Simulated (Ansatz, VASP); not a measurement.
# Tc in VASP and in Ansatz

The input INCAR:

```
SYSTEM = Tc
  PREC = Accurate
  ENCUT = 520
  EDIFF = 1E-6
  ISMEAR = -1
  SIGMA = 0.05
  LREAL = .False.
  LASPH = .True.
  NELM = 100
  ALGO = Normal
  ISIF = 2
  LWAVE = .False.
  LCHARG = .False.
  GGA = PE
  NBANDS = 20
```

Contents of KPOINTS:

```
Automatic mesh
0
Gamma
  11 11 6
  0 0 0
```

POSCAR

```
Tc
1.0
    2.7937391334      0.0000000000      0.0000000000
   -1.3968695667      2.4194490611      0.0000000000
    0.0000000000      0.0000000000      4.4842571930
Tc
2
Direct
    0.6666666667      0.3333333333      0.7500000000
    0.3333333333      0.6666666667      0.2500000000
```

The input input.yaml:

```yaml
crystal:
  lattice:
    - [2.7937391334, 0.0, 0.0]
    - [-1.3968695667, 2.4194490611, 0.0]
    - [0.0, 0.0, 4.484257193]
  atoms:
    - { symbol: Tc, position: [0.6666666667, 0.3333333333, 0.75] }
    - { symbol: Tc, position: [0.3333333333, 0.6666666667, 0.25] }
kpoints:
  mp_grid: { grid: [11, 11, 6] }
scf:
  occupations: { method: fermi_dirac, width: 0.05 }
hamiltonian:
  xc: pbe
  pseudopotentials: { kind: all_electron, lapw: { basis_error: 0.0005 } }
output:
  forces: true
  stress: true
  eigenvalues: true
```

Change from the starting cell: volume scaled by 1.06.

Alike in both runs: task single point; functional PBE; k mesh 11 × 11 × 6; occupations fermi-dirac, width 0.05 eV; no spin polarisation.

```csv
,VASP,Ansatz
version,VASP 6.6.1,Ansatz 0.2.0
potentials or method,"VASP PAW PBE potentials, release 64 (Tc_pv), cutoff 520 eV","all-electron LAPW, scalar-relativistic"
```

```csv
,VASP,Ansatz,Ansatz less VASP
gap on the k mesh at the Fermi level (eV),none,none,-
pressure (GPa),-13.7,-13.1,+0.58
"traceless stress, the component that is largest in VASP (GPa)",-0.20,-0.17,+0.027
```

A gap of «none» marks a metal or a gap that the smearing closes. Ansatz ran all-electron here, and VASP with PAW potentials.
